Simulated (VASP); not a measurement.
# CuI (F-43m) in VASP: a series of runs

Runs on CuI. Level: PBEsol. Tasks: single point, relaxation of cell and atoms.

All numbers are computed with VASP 6.6.1; they aren't measurements. Logs are shortened: lines on timing, memory, paths and dates and some standing lists are left out, and cuts for length are marked.

## Step 1: The cell of the first run

The structure is cubic, space group F-43m (No. 216). The conventional cell has a = 5.938 Å, b = 5.938 Å, c = 5.938 Å, α = 90.00°, β = 90.00°, γ = 90.00°. Cu (site symmetry -43m) has 4 I at 2.57 Å within 3.4 Å. I (site symmetry -43m) has 4 Cu at 2.57 Å within 3.4 Å.

## Step 2: Single point, PBEsol

INCAR

```
SYSTEM = CuI
PREC = Accurate
ENCUT = 520
EDIFF = 1E-7
ISMEAR = 0
SIGMA = 0.02
LREAL = .FALSE.
LASPH = .TRUE.
NELM = 60
ALGO = Normal
ISIF = 2
LWAVE = .FALSE.
LCHARG = .FALSE.
GGA = PS
NBANDS = 16
```

KPOINTS

```
Automatic mesh
0
G
  8 8 8
  0 0 0
```

POSCAR

```
CuI
1.0
    0.0000000000      2.9691329875      2.9691329875
    2.9691329875      0.0000000000      2.9691329875
    2.9691329875      2.9691329875      0.0000000000
Cu I
1 1
Direct
    0.2500000000      0.2500000000      0.2500000000
    0.0000000000      0.0000000000      0.0000000000
```

Potentials or basis: VASP PAW PBE potentials, release 64 (Cu, I).

Launch:

```console
$ cat potpaw_PBE.64/Cu/POTCAR potpaw_PBE.64/I/POTCAR > POTCAR
$ mpirun -np 1 vasp_std > vasp.out
```

OUTCAR:

```text
SYSTEM = CuI
   PREC = Accurate
   ENCUT = 520
   EDIFF = 1E-7
   ISMEAR = 0
   LREAL = .FALSE.
   LASPH = .TRUE.
   NELM = 60
   ISIF = 2
   GGA = PS

 ion  position               nearest neighbor table
   1  0.250  0.250  0.250-   2 2.57   2 2.57   2 2.57   2 2.57
   2  0.000  0.000  0.000-   1 2.57   1 2.57   1 2.57   1 2.57

  LATTYP: Found a face centered cubic cell.
 ALAT       =     5.9382659750

  Lattice vectors:

 A1 = (   0.0000000000,   2.9691329875,   2.9691329875)
 A2 = (   2.9691329875,   0.0000000000,   2.9691329875)
 A3 = (   2.9691329875,   2.9691329875,   0.0000000000)

Analysis of symmetry for initial positions (statically):
=====================================================================
 Subroutine PRICEL returns:
 Original cell was already a primitive cell.

 Routine SETGRP: Setting up the symmetry group for a
 face centered cubic supercell.

 Subroutine GETGRP returns: Found 24 space group operations
 (whereof 24 operations were pure point group operations)
 out of a pool of 48 trial point group operations.

The static configuration has the point symmetry T_d .

Analysis of symmetry for dynamics (positions and initial velocities):
=====================================================================
 Subroutine PRICEL returns:
 Original cell was already a primitive cell.

 Routine SETGRP: Setting up the symmetry group for a
 face centered cubic supercell.

 Subroutine GETGRP returns: Found 24 space group operations
 (whereof 24 operations were pure point group operations)
 out of a pool of 48 trial point group operations.

The dynamic configuration has the point symmetry T_d .

 Subroutine INISYM returns: Found 24 space group operations
 (whereof 24 operations are pure point group operations),
 and found     1 'primitive' translations

----------------------------------------------------------------------------------------

                                     Primitive cell

  volume of cell :      52.3503

  direct lattice vectors                    reciprocal lattice vectors
     0.000000000  2.969132988  2.969132988    -0.168399328  0.168399328  0.168399328
     2.969132988  0.000000000  2.969132988     0.168399328 -0.168399328  0.168399328
     2.969132988  2.969132988  0.000000000     0.168399328  0.168399328 -0.168399328

  length of vectors
     4.198988139  4.198988139  4.198988139     0.291676192  0.291676192  0.291676192

  position of ions in fractional coordinates (direct lattice)
     0.250000000  0.250000000  0.250000000
     0.000000000  0.000000000  0.000000000

  ion indices of the primitive-cell ions
   primitive index   ion index
                 1           1
                 2           2

----------------------------------------------------------------------------------------

 KPOINTS: Automatic mesh

Automatic generation of k-mesh.
 Grid dimensions read from file:
 generate k-points for:    8    8    8

 Generating k-lattice:

  Cartesian coordinates                     Fractional coordinates (reciprocal lattice)
    -0.021049916  0.021049916  0.021049916     0.125000000  0.000000000  0.000000000
     0.021049916 -0.021049916  0.021049916     0.000000000  0.125000000  0.000000000
     0.021049916  0.021049916 -0.021049916     0.000000000  0.000000000  0.125000000

  Length of vectors
     0.036459524  0.036459524  0.036459524

  Shift w.r.t. Gamma in fractional coordinates (k-lattice)
     0.000000000  0.000000000  0.000000000

 Subroutine IBZKPT returns following result:
 ===========================================

 Found     29 irreducible k-points:

 Following reciprocal coordinates:
            Coordinates               Weight
  0.000000  0.000000  0.000000      1.000000
  0.125000  0.000000  0.000000      8.000000
  0.250000  0.000000  0.000000      8.000000
  0.375000  0.000000  0.000000      8.000000
  0.500000  0.000000  0.000000      4.000000
  0.125000  0.125000  0.000000      6.000000
[... 16 lines left out ...]
  0.500000  0.250000  0.125000     48.000000
 -0.375000  0.250000  0.125000     24.000000
 [... further k-points ...]
   k-points           NKPTS =     29   k-points in BZ     NKDIM =     29   number of bands    NBANDS=     16
   number of dos      NEDOS =    301   number of ions     NIONS =      2
   total plane-waves  NPLWV =  32768
   dimension x,y,z NGX =    32 NGY =   32 NGZ =   32
   dimension x,y,z NGXF=    64 NGYF=   64 NGZF=   64
   ions per type =               1   1
   NGX,Y,Z   is equivalent  to a cutoff of  12.67, 12.67, 12.67 a.u.
   NGXF,Y,Z  is equivalent  to a cutoff of  25.34, 25.34, 25.34 a.u.
 SYSTEM =  CuI
   PREC   = accura    normal or accurate (medium, high low for compatibility)
   ISTART =      0    job   : 0-new  1-cont  2-samecut
   ICHARG =      2    charge: 1-file 2-atom 10-const
   ISPIN  =      1    spin polarized calculation?
   LNONCOLLINEAR =      F non collinear calculations
   LSORBIT =      F    spin-orbit coupling
   LASPH  =      T    aspherical Exc in radial PAW
   ENCUT  =  520.0 eV  38.22 Ry    6.18 a.u.   7.81  7.81  7.81*2*pi/ulx,y,z
   NELM   =     60;   NELMIN=  2; NELMDL= -5     # of ELM steps
   EDIFF  = 0.1E-06   stopping-criterion for ELM
   LREAL  =      F    real-space projection
   EDIFFG = 0.1E-05   stopping-criterion for IOM
   NSW    =      0    number of steps for IOM
   IBRION =     -1    ionic relax: 0-MD 1-quasi-New 2-CG
   NFREE  =      0    steps in history (QN), initial steepest desc. (CG)
   ISIF   =      2    stress and relaxation
   ISYM   =      2    0-nonsym 1-usesym 2-fastsym
   POTIM  = 0.5000    time-step for ionic-motion
   TEBEG  =    0.0;   TEEND  =   0.0 temperature during run
   PSTRESS=    0.0 pullay stress
   NELECT =      18.0000    total number of electrons
   NUPDOWN=      -1.0000    fix difference up-down
   EMIN   =  10.00;   EMAX   =-10.00  energy-range for DOS
   EFERMI =   0.00;   METHOD = LEGACY
   ISMEAR =     0;   SIGMA  =   0.02  broadening in eV -4-tet -1-fermi 0-gaus
   EFERMI_NEDOS =   21; number of points for ismear=-14 and -15
   IALGO  =     38    algorithm
   IMIX   =      4    mixing-type and parameters
     AMIX     =   0.40;   BMIX     =  1.00
     AMIX_MAG =   1.60;   BMIX_MAG =  1.00
  volume/ion in A,a.u.               =      26.18       176.64
  Fermi-wavevector in a.u.,A,eV,Ry     =   1.146901  2.167329 17.896864  1.315382
  Thomas-Fermi vector in A             =   2.283584
   LORBIT       =      0    0 simple, 1 ext, 2 COOP (PROOUT), +10 PAW based schemes
   GGA     = PS    functional components
   LHFCALC =     F    Hartree Fock is set to
   AEXX    =    0.0000 exact exchange contribution
   IVDW    =     0    specifies the selected vdW correction
   LEPSILON=     F    determine dielectric tensor
   LRPA    =     F    only Hartree local field effects (RPA)
 non-spin polarized calculation
 Gauss-broadening in eV      SIGMA  =   0.02
  energy-cutoff  :      520.00
  volume of cell :       52.35
 maximum number of plane-waves:      1424
   NGX = 15   NGY = 15   NGZ = 15

 number of electron      17.9999993 magnetization

 Free energy of the ion-electron system (eV)
  ---------------------------------------------------
  ext. energy  EPLUGINS =         0.00000000
  ---------------------------------------------------
  free energy    TOTEN  =        -6.32057977 eV

  energy without entropy =       -6.32057977  energy(sigma->0) =       -6.32057977

 E-fermi :   5.0834     XC(G=0):  -9.4295

 val. band max:        4.9784204480   @ k =   0.0000   0.0000   0.0000
 cond. band min:       6.1762438893   @ k =   0.0000   0.0000   0.0000
 fundamental gap:      1.1978234413
 Fermi energy:         5.0833731933

 k-point     1 :       0.0000    0.0000    0.0000
  band No.  band energies     occupation
      1      -9.3932      2.00000
      2       1.0377      2.00000
      3       1.0377      2.00000
      4       1.0377      2.00000
      5       2.8318      2.00000
      6       2.8318      2.00000
[... 8 lines left out ...]
     15      14.6680      0.00000
     16      14.6680      0.00000

 k-point     2 :       0.1250    0.0000    0.0000
  band No.  band energies     occupation
      1      -9.3090      2.00000
      2       0.7356      2.00000
      3       1.0463      2.00000
      4       1.0463      2.00000
      5       2.8244      2.00000
      6       2.8244      2.00000
[... 8 lines left out ...]
     15      13.9108      0.00000
     16      13.9108      0.00000

 k-point     3 :       0.2500    0.0000    0.0000
  band No.  band energies     occupation
      1      -9.0916      2.00000
      2       0.0012      2.00000
      3       1.0635      2.00000
      4       1.0635      2.00000
      5       2.8203      2.00000
      6       2.8203      2.00000
[... 8 lines left out ...]
     15      13.7001      0.00000
     16      13.7690      0.00000

 k-point     4 :       0.3750    0.0000    0.0000
  band No.  band energies     occupation
      1      -8.8498      2.00000
      2      -0.7272      2.00000
      3       1.0746      2.00000
      4       1.0746      2.00000
      5       2.8422      2.00000
      6       2.8422      2.00000
[... 8 lines left out ...]
     15      14.6864      0.00000
     16      14.6864      0.00000

 k-point     5 :       0.5000    0.0000    0.0000
  band No.  band energies     occupation
      1      -8.7408      2.00000
      2      -1.0271      2.00000
      3       1.0772      2.00000
      4       1.0772      2.00000
      5       2.8620      2.00000
      6       2.8620      2.00000
[... 8 lines left out ...]
     15      16.0083      0.00000
     16      16.0083      0.00000

 k-point     6 :       0.1250    0.1250    0.0000
  band No.  band energies     occupation
      1      -9.2809      2.00000
      2       0.6981      2.00000
      3       1.0249      2.00000
      4       1.0249      2.00000
      5       2.7951      2.00000
      6       2.8457      2.00000
[... 8 lines left out ...]
     15      14.3529      0.00000
     16      14.8268      0.00000

 k-point     7 :       0.2500    0.1250    0.0000
  band No.  band energies     occupation
      1      -9.1072      2.00000
      2       0.1756      2.00000
      3       1.0119      2.00000
      4       1.0231      2.00000
      5       2.7692      2.00000
      6       2.8556      2.00000
[... 8 lines left out ...]
     15      14.6479      0.00000
     16      15.0699      0.00000

 k-point     8 :       0.3750    0.1250    0.0000
  band No.  band energies     occupation
      1      -8.8701      2.00000
      2      -0.4890      2.00000
      3       0.9484      2.00000
      4       1.0376      2.00000
      5       2.7843      2.00000
      6       2.8684      2.00000
[... 8 lines left out ...]
     15      14.7567      0.00000
     16      15.3137      0.00000

 k-point     9 :       0.5000    0.1250    0.0000
  band No.  band energies     occupation
      1      -8.7111      2.00000
      2      -0.8949      2.00000
      3       0.8623      2.00000
      4       1.0620      2.00000
      5       2.8132      2.00000
      6       2.8653      2.00000
[... 8 lines left out ...]
     15      15.5716      0.00000
     16      16.0327      0.00000
[... 172 lines left out ...]
 k-point    19 :       0.5000    0.3750    0.0000
  band No.  band energies     occupation
      1      -8.5539      2.00000
      2      -0.8494      2.00000
      3       0.7430      2.00000
      4       0.9837      2.00000
      5       2.7337      2.00000
      6       2.9045      2.00000
[... 8 lines left out ...]
     15      16.4144      0.00000
     16      17.4779      0.00000

 k-point    20 :      -0.3750    0.3750    0.0000
  band No.  band energies     occupation
      1      -8.5344      2.00000
      2      -0.6549      2.00000
      3       0.2377      2.00000
      4       1.0222      2.00000
      5       2.6815      2.00000
      6       2.8582      2.00000
[... 8 lines left out ...]
     15      15.0710      0.00000
     16      18.6211      0.00000

 k-point    21 :       0.5000    0.5000    0.0000
  band No.  band energies     occupation
      1      -8.5180      2.00000
      2      -0.9968      2.00000
      3       0.9664      2.00000
      4       0.9664      2.00000
      5       2.7864      2.00000
      6       2.8997      2.00000
[... 8 lines left out ...]
     15      16.4375      0.00000
     16      17.2115      0.00000

 k-point    22 :       0.3750    0.2500    0.1250
  band No.  band energies     occupation
      1      -8.9219      2.00000
      2      -0.2074      2.00000
      3       0.8246      2.00000
      4       1.0556      2.00000
      5       2.7507      2.00000
      6       2.8723      2.00000
[... 8 lines left out ...]
     15      15.3799      0.00000
     16      16.3965      0.00000

 k-point    23 :       0.5000    0.2500    0.1250
  band No.  band energies     occupation
      1      -8.7201      2.00000
      2      -0.5753      2.00000
      3       0.5846      2.00000
      4       1.0468      2.00000
      5       2.7771      2.00000
      6       2.8473      2.00000
[... 8 lines left out ...]
     15      15.7220      0.00000
     16      16.5282      0.00000

 k-point    24 :      -0.3750    0.2500    0.1250
  band No.  band energies     occupation
      1      -8.6307      2.00000
      2      -0.7355      2.00000
      3       0.4789      2.00000
      4       1.0354      2.00000
      5       2.7565      2.00000
      6       2.8425      2.00000
[... 8 lines left out ...]
     15      15.7558      0.00000
     16      16.4384      0.00000

 [... further k-points ...]

------------------------ aborting loop because EDIFF is reached ----------------------------------------

  FORCE on cell =-STRESS in cart. coord.  units (eV):
  Direction    XX          YY          ZZ          XY          YZ          ZX
  --------------------------------------------------------------------------------------
  -------------------------------------------------------------------------------------
  Total        0.0417422      0.0417422      0.0417422      0.0000000     -0.0000000     -0.0000000
  in kB        1.2775178      1.2775178      1.2775178      0.0000000     -0.0000000     -0.0000000
  external PRESSURE =       1.2775178 kB  Pullay stress =       0.0000000 kB

 VOLUME and BASIS-vectors are now :
 -----------------------------------------------------------------------------
  energy-cutoff  :      520.00
  volume of cell :       52.35
      direct lattice vectors                 reciprocal lattice vectors
     0.000000000  2.969132988  2.969132988    -0.168399328  0.168399328  0.168399328
     2.969132988  0.000000000  2.969132988     0.168399328 -0.168399328  0.168399328
     2.969132988  2.969132988  0.000000000     0.168399328  0.168399328 -0.168399328

 POSITION                                       TOTAL-FORCE (eV/Angst)
 -----------------------------------------------------------------------------------
      1.48457      1.48457      1.48457         0.000000     -0.000000     -0.000000
      0.00000      0.00000      0.00000        -0.000000      0.000000      0.000000
 -----------------------------------------------------------------------------------
    total drift:                                0.000000      0.000000      0.000000

  FREE ENERGIE OF THE ION-ELECTRON SYSTEM (eV)
  ---------------------------------------------------
  free  energy   TOTEN  =        -6.3205797699 eV

  energy  without entropy=       -6.3205797699  energy(sigma->0) =       -6.32057977
```

Run time: 53 s. Hardware: 1 thread of AMD EPYC 7R43 (Zen 3), shared host; peak memory 0.14 GiB.

Results:

```yaml
Free_energy: -6.3206 eV
Pressure: 0.1 GPa
Band_gap_on_the_k_mesh: 1.20 eV, direct
```

Levels at points of the mesh, in eV from the valence-band top:
```tsv
k point	band 6	band 7	band 8	band 9	band 10	band 11	band 12	band 13
(0.00, 0.00, 0.00)	-2.15	0.00	0.00	0.00	1.20	4.76	4.76	4.76
(0.50, 0.00, 0.00)	-2.12	-2.07	-0.82	-0.82	2.13	5.31	5.31	7.33
(0.50, 0.50, 0.00)	-2.08	-2.05	-1.75	-1.75	2.47	2.80	9.52	10.04
```

Caveat: the PAW data sets were made with another functional, which shifts forces and pressure a little; spin-orbit coupling is left out, which moves the levels of the heavy elements. Expect the measured gap to be larger: semilocal functionals such as PBEsol lack the derivative discontinuity.

[end of part 1 of 2]
